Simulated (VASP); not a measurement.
CaBr:

```
Ca Br
1.0
     3.91702    0.00000    0.00000
    -1.95851    3.39224    0.00000
     0.00000    0.00000    4.34103
Ca Br
1 1
Direct
  0.00000 0.00000 0.00000
  0.33333 0.66667 0.50000
```

Base run:

```yaml
Program: VASP 6.6.1
Functional: BLYP
Potentials_or_basis: VASP PAW PBE potentials, release 64 (Ca_sv, Br)
Cutoff: 520 eV
k_mesh: 10 × 10 × 8
Occupations: fermi-dirac, width 0.05 eV
Spin: no spin polarisation
```

Its results: band gap on the k mesh zero (an odd number of electrons rules out a gap without spin polarisation); pressure 1.9 GPa.

Problem. The run is repeated on the same cell with these changes: functional from BLYP to PBE. What comes out?

Solution. Band gap on the k mesh zero (an odd number of electrons rules out a gap without spin polarisation); pressure 0.4 GPa.

PBE binds more tightly than BLYP, so the same cell stands under less pressure.

Caveats: an odd number of electrons without spin polarisation forces a metal; a magnetic or distorted state may lie lower; the PAW data sets were made with another functional, which shifts forces and pressure a little (at least some runs).
